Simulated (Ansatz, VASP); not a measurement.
# One calculation of SrCl2, two programs

```
Sr Cl
1.0
    -0.01980    3.53994    3.50413
     3.59486   -0.03323    3.51757
     3.55599    3.51450    0.00564
Sr Cl
1 2
Direct
  0.00934 0.04327 0.97407
  0.19671 0.19677 0.30006
  0.79394 0.75996 0.72588
```

Change from the starting cell: all atoms moved at random (sigma 0.15 Å), cell strained at random (1 %).

Alike in both runs: task single point; functional PBE; k mesh 8 × 8 × 8; occupations gaussian, width 0.05 eV; no spin polarisation.

```csv
,VASP,Ansatz
version,VASP 6.6.1,Ansatz 0.2.0
potentials or method,"VASP PAW PBE potentials, release 64 (Sr_sv, Cl), cutoff 520 eV","scalar-relativistic, plane waves, PAW"
valence electrons in the cell,24,24
```

VASP gave:

* gap on the k mesh at the Fermi level (eV): 4.63
* least direct gap on the mesh (eV): 4.87
* pressure (GPa): 2.1
* traceless stress, the component that is largest in VASP (GPa): 2.51
* rms of the force components (eV/Å): 0.720

Q: What did Ansatz give for the same quantities?

A: gap on the k mesh at the Fermi level (eV): 4.63; least direct gap on the mesh (eV): 4.87; pressure (GPa): 2.0; traceless stress, the component that is largest in VASP (GPa): 2.42; rms of the force components (eV/Å): 0.714.

Atom by atom the forces differ by 0.007 eV/Å (rms over components).
